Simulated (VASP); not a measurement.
KNbO3:

```
K Nb O
1.0
     3.99600    0.00000    0.00000
     0.00000    3.99600    0.00000
     0.00000    0.00000    4.06300
K Nb O
1 1 3
Direct
  0.00000 0.00000 0.01800
  0.50000 0.50000 0.50000
  0.50000 0.50000 0.04400
  0.50000 0.00000 0.54000
  0.00000 0.50000 0.54000
```

Program: VASP 6.6.1. Alike in all runs: task single point; potentials or basis VASP PAW PBE potentials, release 64 (K_sv, Nb_sv, O); no spin polarisation; cell as given; k mesh 3 × 3 × 3; cutoff (eV) 600; smearing gaussian 0.01 eV.

Problem. Order these runs on this cell by their band gap on the k mesh, lowest first.
A. level revpbe exchange, lyp correlation
B. level revpbe exchange, lyp correlation+U; U Nb d U = 2.0 eV
C. level revpbe exchange, lyp correlation+U; U Nb d U = 4.0 eV
D. level revpbe exchange, lyp correlation+U; U Nb d U = 6.0 eV

Solution. A (1.99 eV), B (2.24 eV), C (2.49 eV), D (2.76 eV).

Caveats: all runs use coarse meshes.

A k mesh can miss the band edges.
